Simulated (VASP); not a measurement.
**SiO2: electric field gradients with PBE**

SiO2:

```
Si O
1.0
    -2.37405    2.37405    3.66912
     2.37405   -2.37405    3.66912
     2.37405    2.37405   -3.66912
Si O
2 4
Direct
  0.00000 0.00000 0.00000
  0.75000 0.25000 0.50000
  0.99838 0.62500 0.87338
  0.37500 0.24838 0.37338
  0.75162 0.12500 0.12662
  0.87500 0.00162 0.62662
```

This cell differs from its parent crystal: zz strain of -2 %.

```json
{
  "Program": "VASP 6.6.1",
  "Task": "electric field gradients",
  "Functional": "PBE",
  "Potentials or basis": "VASP PAW PBE potentials, release 64 (Si, O)",
  "Cutoff": "520 eV",
  "k mesh": "7 × 7 × 7",
  "Occupations": "fermi-dirac, width 0.03 eV",
  "Spin": "no spin polarisation",
  "Dipole correction": "no",
  "Further INCAR settings": "ALGO = Normal; EDIFF = 1e-08; NBANDS = 25"
}
```

The pressure is 7.5 GPa. The largest force is 0.377 eV/Å and the band gap on the k mesh is 6.21 eV, direct.

Forces on the atoms (eV/Å):
```
Si   0.000  0.000  0.000
Si   0.000  0.000  0.000
O    0.000  0.377  0.000
O    0.377  0.000  0.000
O    0.000 -0.377  0.000
O   -0.377  0.000  0.000
```

Stress tensor (GPa, compression positive):
```
7.71 0.00 0.00
0.00 7.71 0.00
0.00 0.00 6.94
```

Levels at points of the mesh, in eV from the valence-band top:
```csv
k point,band 13,band 14,band 15,band 16,band 17,band 18,band 19,band 20
"(0.00, 0.00, 0.00)",-1.31,-0.99,0.00,0.00,6.21,8.82,11.60,11.60
```

Electric field gradients, principal values (V/Å²):
| atom | least | middle | greatest (by size) |
| --- | --- | --- | --- |
| 1 Si | 1.469 | 1.469 | -2.938 |
| 2 Si | 1.469 | 1.469 | -2.938 |
| 3 O | -27.995 | -53.582 | 81.577 |
| 4 O | -27.995 | -53.582 | 81.577 |
| 5 O | -27.996 | -53.577 | 81.573 |
| 6 O | -27.996 | -53.577 | 81.573 |

It took 39 s on 1 thread of Intel(R) Xeon(R) 6975P-C (Granite Rapids), on a shared host, peak memory 0.25 GiB.

Caveat: the cell differs from its parent crystal (zz strain of -2 %); without QUAD_EFG the Cq values of the log hold for a quadrupole moment of 1 mb, not for the nuclei. A k mesh can miss the band edges.
